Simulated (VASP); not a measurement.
# Sn5Se8S2 (Cm) in VASP: single point with PBE+D3(BJ)

Aim: the single point of Sn5Se8S2 with PBE+D3(BJ).

All numbers are computed with VASP 6.6.1; they aren't measurements. Logs are shortened: lines on timing, memory, paths and dates and some standing lists are left out, and cuts for length are marked.

**1. The cell of the first run**

The structure is monoclinic, space group Cm (No. 8). The conventional cell has a = 6.592 Å, b = 19.044 Å, c = 6.001 Å, α = 90.00°, β = 90.04°, γ = 90.00°. Sn (site symmetry 1) has 1 S at 2.62 Å and 5 Se at 2.71 to 2.74 Å within 3.5 Å. Sn (site symmetry 1) has 1 S at 2.61 Å and 5 Se at 2.71 to 2.74 Å within 3.4 Å. Sn (site symmetry m) has 2 S at 2.61 Å and 4 Se at 2.71 to 2.73 Å within 3.4 Å. Se (site symmetry 1) has 3 Sn at 2.71 to 2.74 Å and 10 Se at 3.55 to 3.88 Å and 2 S at 3.70 to 3.77 Å within 3.9 Å. Se (site symmetry 1) has 3 Sn at 2.71 to 2.73 Å and 10 Se at 3.56 to 3.89 Å and 2 S at 3.69 to 3.76 Å within 3.9 Å. Se (site symmetry m) has 3 Sn at 2.71 to 2.72 Å and 8 Se at 3.55 to 3.89 Å and 4 S at 3.66 to 3.75 Å within 3.9 Å. Se (site symmetry 1) has 3 Sn at 2.73 to 2.74 Å and 3 Se at 3.55 to 3.57 Å within 3.6 Å. Se (site symmetry m) has 3 Sn at 2.73 Å and 3 Se at 3.55 to 3.56 Å within 3.6 Å.

**2. Single point, PBE+D3(BJ)**

INCAR

```
PREC     = Accurate       # precision mode
ENCUT    = 520            # plane-wave cutoff, eV
EDIFF    = 1E-6           # SCF threshold, eV
ISMEAR   = 0              # smearing method
SIGMA    = 0.1            # smearing width, eV
LREAL    = Auto         
LASPH    = True           # aspherical terms in the spheres
NELM     = 60             # most SCF steps
ALGO     = Normal         # electronic algorithm
ISIF     = 2              # what is computed and relaxed
LWAVE    = False          # write WAVECAR
LCHARG   = False          # write CHGCAR
GGA      = PE             # functional
IVDW     = 12             # dispersion correction
NBANDS   = 78             # bands
```

KPOINTS

```
regular mesh
0
Gamma
  4 4 4
```

POSCAR

```
Sn5Se8S2
1.0
    0.0000000000      0.0022417636     -6.0010621147
    0.0000000000     -6.5921780590      0.0024079218
   -9.5221687848      3.2960890295     -0.0012039609
Sn Se S
5 8 2
Direct
    0.0040469608      0.7996876974      0.6033778457
    0.0020506341      0.4034284763      0.7998490324
    0.0020506341      0.6035794439      0.2001509676
    0.0040469608      0.1963098517      0.3966221543
    0.0042975827     -0.0029281591      0.0000000000
    0.7371814338      0.4659218626      0.5991878670
    0.7371650229      0.0668205025      0.8005680144
    0.7371650229      0.2662524881      0.1994319856
    0.7371814338      0.8667339956      0.4008121330
    0.7347337720      0.6672148297      0.0000000000
    0.2708698428      0.5342407672      0.4005444713
    0.2708698428      0.1336962960      0.5994555287
    0.2701007757      0.3337161850      1.0000000000
    0.2441200403      0.9314786507      0.1976315383
    0.2441200403      0.7338471124      0.8023684617
```

Potentials or basis: VASP PAW PBE potentials, release 64 (Sn_d, Se, S).

On the command line:

```sh
$ cat potpaw_PBE.64/Sn_d/POTCAR potpaw_PBE.64/Se/POTCAR potpaw_PBE.64/S/POTCAR > POTCAR
$ mpirun -np 1 vasp_std > vasp.out
```

OUTCAR:

```text
PREC = Accurate
   ENCUT = 520
   EDIFF = 1E-6
   ISMEAR = 0
   LREAL = Auto
   LASPH = True
   NELM = 60
   ISIF = 2
   GGA = PE
   IVDW = 12
 IVDW          = 12

 ion  position               nearest neighbor table
   1  0.004  0.800  0.603-  15 2.62   7 2.71   6 2.71  12 2.73  11 2.73   9 2.74
   2  0.002  0.403  0.800-  15 2.61   6 2.71  10 2.72   7 2.73  13 2.73  12 2.74
   3  0.002  0.604  0.200-  14 2.61   9 2.71  10 2.72   8 2.73  13 2.73  11 2.74
   4  0.004  0.196  0.397-  14 2.62   8 2.71   9 2.71  11 2.73  12 2.73   6 2.74
   5  0.004  0.997  0.000-  14 2.61  15 2.61  10 2.71   8 2.73   7 2.73  13 2.73
   6  0.737  0.466  0.599-   2 2.71   1 2.71   4 2.74
   7  0.737  0.067  0.801-   1 2.71   5 2.73   2 2.73
   8  0.737  0.266  0.199-   4 2.71   5 2.73   3 2.73
   9  0.737  0.867  0.401-   3 2.71   4 2.71   1 2.74
  10  0.735  0.667  0.000-   5 2.71   3 2.72   2 2.72
  11  0.271  0.534  0.401-   4 2.73   1 2.73   3 2.74
  12  0.271  0.134  0.599-   1 2.73   4 2.73   2 2.74
  13  0.270  0.334  0.000-   5 2.73   3 2.73   2 2.73
  14  0.244  0.931  0.198-   5 2.61   3 2.61   4 2.62
  15  0.244  0.734  0.802-   5 2.61   2 2.61   1 2.62

  LATTYP: Found a base centered monoclinic cell.
 ALAT       =     6.5921784988
 B/A-ratio  =     2.8889292930
 C/A-ratio  =     0.9103307100
 COS(beta)  =    -0.0007388306

  Lattice vectors:

 A1 = (   9.5221687848,  -3.2960890295,   0.0012039609)
 A2 = (  -9.5221687848,  -3.2960890295,   0.0012039609)
 A3 = (   0.0000000000,   0.0022417636,  -6.0010621147)

Analysis of symmetry for initial positions (statically):
=====================================================================
 Subroutine PRICEL returns:
 Original cell was already a primitive cell.

 Routine SETGRP: Setting up the symmetry group for a
 base centered monoclinic supercell.

 Subroutine GETGRP returns: Found  2 space group operations
 (whereof  2 operations were pure point group operations)
 out of a pool of  4 trial point group operations.

The static configuration has the point symmetry C_1h.

Analysis of symmetry for dynamics (positions and initial velocities):
=====================================================================
 Subroutine PRICEL returns:
 Original cell was already a primitive cell.

 Routine SETGRP: Setting up the symmetry group for a
 base centered monoclinic supercell.

 Subroutine GETGRP returns: Found  2 space group operations
 (whereof  2 operations were pure point group operations)
 out of a pool of  4 trial point group operations.

The dynamic configuration has the point symmetry C_1h.

 Subroutine INISYM returns: Found  2 space group operations
 (whereof  2 operations are pure point group operations),
 and found     1 'primitive' translations

----------------------------------------------------------------------------------------

                                     Primitive cell

  volume of cell :     376.6976

  direct lattice vectors                    reciprocal lattice vectors
     0.000000000  0.002241764 -6.001062115     0.000000000 -0.000060867 -0.166637191
     0.000000000 -6.592178059  0.002407922    -0.052509046 -0.151694952 -0.000056667
    -9.522168785  3.296089030 -0.001203961    -0.105018092  0.000000000  0.000000000

  length of vectors
     6.001062533  6.592178499 10.076502504     0.166637203  0.160525891  0.105018092

  position of ions in fractional coordinates (direct lattice)
     0.004046961  0.799687697  0.603377846
     0.002050634  0.403428476  0.799849032
     0.002050634  0.603579444  0.200150968
     0.004046961  0.196309852  0.396622154
     0.004297583  0.997071841  0.000000000
     0.737181434  0.465921863  0.599187867
     0.737165023  0.066820503  0.800568014
     0.737165023  0.266252488  0.199431986
     0.737181434  0.866733996  0.400812133
     0.734733772  0.667214830  0.000000000
     0.270869843  0.534240767  0.400544471
     0.270869843  0.133696296  0.599455529
     0.270100776  0.333716185  0.000000000
     0.244120040  0.931478651  0.197631538
     0.244120040  0.733847112  0.802368462

  ion indices of the primitive-cell ions
[... 28 lines left out ...]
     0.000000000 -0.000015217 -0.041659298     0.250000000 -0.000000000  0.000000000
    -0.013127262 -0.037923738 -0.000014167     0.000000000  0.250000000  0.000000000
    -0.026254523  0.000000000  0.000000000     0.000000000  0.000000000  0.250000000

  Length of vectors
     0.041659301  0.040131473  0.026254523

  Shift w.r.t. Gamma in fractional coordinates (k-lattice)
     0.000000000  0.000000000  0.000000000

 Subroutine IBZKPT returns following result:
 ===========================================

 Found     24 irreducible k-points:

 Following reciprocal coordinates:
            Coordinates               Weight
  0.000000  0.000000  0.000000      1.000000
  0.250000  0.000000 -0.000000      2.000000
  0.500000  0.000000 -0.000000      1.000000
  0.000000  0.250000  0.000000      4.000000
  0.250000  0.250000  0.000000      4.000000
  0.500000  0.250000 -0.000000      4.000000
[... 16 lines left out ...]
  0.250000  0.000000  0.500000      2.000000
  0.500000  0.000000  0.500000      1.000000
   k-points           NKPTS =     24   k-points in BZ     NKDIM =     24   number of bands    NBANDS=     78
   number of dos      NEDOS =    301   number of ions     NIONS =     15
   total plane-waves  NPLWV = 192000
   dimension x,y,z NGX =    48 NGY =   50 NGZ =   80
   dimension x,y,z NGXF=    96 NGYF=  100 NGZF=  160
   ions per type =               5   8   2
   NGX,Y,Z   is equivalent  to a cutoff of  13.30, 12.61, 13.20 a.u.
   NGXF,Y,Z  is equivalent  to a cutoff of  26.59, 25.22, 26.40 a.u.
 SYSTEM =  unknown system
   PREC   = accura    normal or accurate (medium, high low for compatibility)
   ISTART =      0    job   : 0-new  1-cont  2-samecut
   ICHARG =      2    charge: 1-file 2-atom 10-const
   ISPIN  =      1    spin polarized calculation?
   LNONCOLLINEAR =      F non collinear calculations
   LSORBIT =      F    spin-orbit coupling
   LASPH  =      T    aspherical Exc in radial PAW
   ENCUT  =  520.0 eV  38.22 Ry    6.18 a.u.  11.16 12.26 18.74*2*pi/ulx,y,z
   NELM   =     60;   NELMIN=  2; NELMDL= -5     # of ELM steps
   EDIFF  = 0.1E-05   stopping-criterion for ELM
   LREAL  =      T    real-space projection
   EDIFFG = 0.1E-04   stopping-criterion for IOM
   NSW    =      0    number of steps for IOM
   IBRION =     -1    ionic relax: 0-MD 1-quasi-New 2-CG
   NFREE  =      0    steps in history (QN), initial steepest desc. (CG)
   ISIF   =      2    stress and relaxation
   ISYM   =      2    0-nonsym 1-usesym 2-fastsym
   POTIM  = 0.5000    time-step for ionic-motion
   TEBEG  =    0.0;   TEEND  =   0.0 temperature during run
   PSTRESS=    0.0 pullay stress
   NELECT =     130.0000    total number of electrons
   NUPDOWN=      -1.0000    fix difference up-down
   EMIN   =  10.00;   EMAX   =-10.00  energy-range for DOS
   EFERMI =   0.00;   METHOD = LEGACY
   ISMEAR =     0;   SIGMA  =   0.10  broadening in eV -4-tet -1-fermi 0-gaus
   EFERMI_NEDOS =   21; number of points for ismear=-14 and -15
   IALGO  =     38    algorithm
   IMIX   =      4    mixing-type and parameters
     AMIX     =   0.40;   BMIX     =  1.00
     AMIX_MAG =   1.60;   BMIX_MAG =  1.00
  volume/ion in A,a.u.               =      25.11       169.47
  Fermi-wavevector in a.u.,A,eV,Ry     =   1.148308  2.169987 17.940790  1.318611
  Thomas-Fermi vector in A             =   2.284983
   LORBIT       =      0    0 simple, 1 ext, 2 COOP (PROOUT), +10 PAW based schemes
   GGA     = PE    functional components
   LHFCALC =     F    Hartree Fock is set to
   AEXX    =    0.0000 exact exchange contribution
   IVDW    =    12    specifies the selected vdW correction
   LEPSILON=     F    determine dielectric tensor
   LRPA    =     F    only Hartree local field effects (RPA)
 non-spin polarized calculation
 Gauss-broadening in eV      SIGMA  =   0.10
  energy-cutoff  :      520.00
  volume of cell :      376.70
 maximum number of plane-waves:     10172
 NGX is ok and might be reduce to    48
   NGX = 23   NGY = 25   NGZ = 37

 number of electron     130.0000003 magnetization

 Free energy of the ion-electron system (eV)
  ---------------------------------------------------
  ext. energy  EPLUGINS =         0.00000000
  ---------------------------------------------------
  free energy    TOTEN  =       -60.35796315 eV

  energy without entropy =      -60.35796306  energy(sigma->0) =      -60.35796311

 E-fermi :   4.7814     XC(G=0):  -9.5485

 val. band max:        4.4584474155   @ k =   0.0000   0.0000   0.5000
 cond. band min:       5.1218168768   @ k =   0.2500   0.0000   0.5000
 fundamental gap:      0.6633694614
 Fermi energy:         4.7814484255

 k-point     1 :       0.0000    0.0000    0.0000
  band No.  band energies     occupation
      1     -16.9317      2.00000
      2     -16.9279      2.00000
      3     -16.9217      2.00000
      4     -16.9216      2.00000
      5     -16.8938      2.00000
      6     -16.8937      2.00000
[... 1909 lines left out ...]
     76       8.9248      0.00000
     77       9.0890      0.00000
 [bands above 77 left out]

------------------------ aborting loop because EDIFF is reached ----------------------------------------

 Edisp (eV)   -5.32041

 E8    (eV) :    -2.3004

  FORCE on cell =-STRESS in cart. coord.  units (eV):
  Direction    XX          YY          ZZ          XY          YZ          ZX
  --------------------------------------------------------------------------------------
  -------------------------------------------------------------------------------------
  Total      -0.35084    -0.17868    -0.10617     0.00000     0.02782     0.00000
  in kB      -1.49220    -0.75998    -0.45154     0.00000     0.11833     0.00000
  external pressure =       -0.90 kB  Pullay stress =        0.00 kB

 VOLUME and BASIS-vectors are now :
 -----------------------------------------------------------------------------
  energy-cutoff  :      520.00
  volume of cell :      376.70
      direct lattice vectors                 reciprocal lattice vectors
     0.000000000  0.002241764 -6.001062115     0.000000000 -0.000060867 -0.166637191
     0.000000000 -6.592178059  0.002407922    -0.052509046 -0.151694952 -0.000056667
    -9.522168785  3.296089030 -0.001203961    -0.105018092  0.000000000  0.000000000

 POSITION                                       TOTAL-FORCE (eV/Angst)
 -----------------------------------------------------------------------------------
     -5.74547     -3.28289     -0.02309         0.006796     -0.005319     -0.003893
     -7.61630     -0.02309     -0.01230         0.005285      0.017341     -0.013686
     -1.90587     -3.31918     -0.01109        -0.005285      0.017341     -0.013686
     -3.77670      0.01320     -0.02429        -0.006796     -0.005319     -0.003893
      0.00000     -6.57287     -0.02339         0.000000     -0.024879      0.005412
     -5.70557     -1.09481     -4.42347        -0.021768     -0.009796      0.018013
     -7.62314      2.19990     -4.42458         0.006616      0.019492      0.023421
     -1.89903     -1.09619     -4.42337        -0.006616      0.019492      0.023421
     -3.81660     -4.39090     -4.42227         0.021768     -0.009796      0.018013
      0.00000     -4.39675     -4.40758         0.000000     -0.003575      0.031500
     -3.81405     -2.20097     -1.62470         0.002297      0.004172      0.000733
     -5.70812      1.09512     -1.62591        -0.002297      0.004172      0.000733
      0.00000     -2.19931     -1.62009         0.000000     -0.022161     -0.002940
     -1.88188     -5.48851     -1.46297         0.010106     -0.000582     -0.041574
     -7.64029     -2.19243     -1.46418        -0.010106     -0.000582     -0.041574
 -----------------------------------------------------------------------------------
    total drift:                               -0.000009      0.022612      0.027363

  FREE ENERGIE OF THE ION-ELECTRON SYSTEM (eV)
  ---------------------------------------------------
  free  energy   TOTEN  =       -65.6783693022 eV

  energy  without entropy=      -65.6783692137  energy(sigma->0) =      -65.67836926
```

Run time: 26 min. Hardware: 1 thread of Intel Xeon 8259CL, shared host; peak memory 0.71 GiB.

Results:

```
Free energy                : -65.6784 eV
Pressure                   : -0.1 GPa
Largest force              : 0.043 eV/Å
Band gap on the k mesh     : 0.66 eV (least direct gap 0.92 eV)
Dispersion energy per atom : -0.355 eV
```

Forces on the atoms (eV/Å):
```
Sn   0.007 -0.005 -0.004
Sn   0.005  0.017 -0.014
Sn  -0.005  0.017 -0.014
Sn  -0.007 -0.005 -0.004
Sn   0.000 -0.025  0.005
Se  -0.022 -0.010  0.018
Se   0.007  0.019  0.023
Se  -0.007  0.019  0.023
Se   0.022 -0.010  0.018
Se   0.000 -0.004  0.032
Se   0.002  0.004  0.001
Se  -0.002  0.004  0.001
Se   0.000 -0.022 -0.003
S    0.010 -0.001 -0.042
S   -0.010 -0.001 -0.042
```

Levels at points of the mesh, in eV from the valence-band top:
```tsv
k point	band 61	band 62	band 63	band 64	band 65	band 66	band 67	band 68	band 69	band 70
(0.00, 0.00, 0.00)	-0.67	-0.52	-0.46	-0.45	-0.13	0.86	1.16	1.17	1.67	1.67
(0.50, 0.00, 0.00)	-0.57	-0.49	-0.45	-0.26	-0.26	1.76	1.82	1.90	2.03	2.43
(0.00, 0.50, 0.00)	-0.65	-0.59	-0.38	-0.33	-0.15	1.13	1.51	1.52	1.94	1.97
(0.50, 0.50, 0.00)	-0.90	-0.85	-0.83	-0.78	-0.75	0.70	1.35	1.38	1.72	1.83
(0.00, 0.00, 0.50)	-0.71	-0.68	-0.39	-0.11	0.00	1.01	1.03	1.17	2.12	2.16
(0.50, 0.00, 0.50)	-0.60	-0.55	-0.46	-0.41	-0.38	0.71	2.09	2.12	2.20	2.25
```

Caveat: semilocal functionals underestimate gaps, and a narrow one can read as zero; spin-orbit coupling is left out, which moves the levels of the heavy elements.
